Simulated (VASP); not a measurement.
InAs, 2 atoms in the cell. It takes space group F-43m (No. 216, cubic). The conventional cell has a = 5.826 Å, b = 5.826 Å, c = 5.826 Å, α = 90.00°, β = 90.00°, γ = 90.00°. In (site symmetry -43m) has 4 As at 2.52 Å within 3.3 Å. Within 3.3 Å of As (site symmetry -43m) lie 4 In at 2.52 Å. 

* Program: VASP 6.6.1
* Task: single point
* Functional: PBEsol
* Potentials or basis: VASP PAW PBE potentials, release 64 (In_d, As)
* Cutoff: 520 eV
* k mesh: 8 × 8 × 8
* Occupations: fermi-dirac, width 0.05 eV
* Spin: no spin polarisation
* Dipole correction: no
* Further INCAR settings: ALGO = Normal; EDIFF = 1e-06; NBANDS = 16

Potentials or basis: VASP PAW PBE potentials, release 64 (In_d, As).

Run with:

```console
$ cat potpaw_PBE.64/In_d/POTCAR potpaw_PBE.64/As/POTCAR > POTCAR
$ mpirun -np 1 vasp_std > vasp.out
```

Hardware: 1 thread of Intel Xeon 6975P-C (shared host).

Estimate the wall time of this run.

Run time: 19 s on 1 thread of Intel Xeon 6975P-C, on a shared host, peak memory 0.18 GiB. Counts: scf iterations 13, k points 29.
